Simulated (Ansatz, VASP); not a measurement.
## Two plane-wave programs on HfN

```xyz
2
Lattice="0.0000 2.2559 2.2559 2.2559 0.0000 2.2559 2.2559 2.2559 0.0000" Properties=species:S:1:pos:R:3 pbc="T T T"
Hf    0.0000    0.0000    0.0000
N     2.2559    2.2559    2.2559
```

Alike in both runs: task single point; functional PBEsol; k mesh 8 × 8 × 8; occupations gaussian, width 0.1 eV; no spin polarisation.

```csv
,VASP,Ansatz
version,VASP 6.6.1,Ansatz 0.2.0
potentials or method,"VASP PAW PBE potentials, release 64 (Hf_pv, N), cutoff 600 eV","scalar-relativistic, plane waves, PAW"
valence electrons in the cell,15,31
```

```csv
,VASP,Ansatz,Ansatz less VASP
gap on the k mesh at the Fermi level (eV),none,none,-
pressure (GPa),-3.9,-1.6,+2.30
```

VASP's potentials were made for PBE, not for PBEsol. A gap of «none» marks a metal or a gap that the smearing closes. VASP's potentials hold 15 valence electrons a cell and Ansatz's 31, so a difference there can come from the potentials and not from the codes.

Spin-orbit coupling is off throughout.
